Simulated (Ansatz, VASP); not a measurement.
## Si in VASP and in Ansatz

```
CELL_PARAMETERS angstrom
2.55503 0.00000 0.00000
-1.27751 2.21272 0.00000
0.00000 0.00000 2.52801
ATOMIC_POSITIONS crystal
Si 0.00000 0.00000 0.00000
```

Change from the starting cell: strain -0.025 along x and y, +0.025 along z, atoms carried along.

Alike in both runs: task single point; functional LDA; k mesh 24 × 24 × 20; occupations gaussian, width 0.15 eV; no spin polarisation.

|  | VASP | Ansatz |
| --- | --- | --- |
| version | VASP 6.6.1 | Ansatz 0.2.0 |
| potentials or method | VASP PAW LDA potentials, release 64 (Si), cutoff 520 eV | scalar-relativistic, plane waves, PAW |
| valence electrons in the cell | 4 | 4 |

Ansatz gave:

- gap on the k mesh at the Fermi level (eV): none
- pressure (GPa): 2.2
- traceless stress, the component that is largest in VASP (GPa): -8.90

Question: Estimate VASP's values.

Answer: gap on the k mesh at the Fermi level (eV): none; pressure (GPa): 2.3; traceless stress, the component that is largest in VASP (GPa): -8.90.

LDA's correlation is that of Perdew and Zunger in VASP and of Perdew and Wang (1992) in Ansatz. A gap of «none» marks a metal or a gap that the smearing closes.
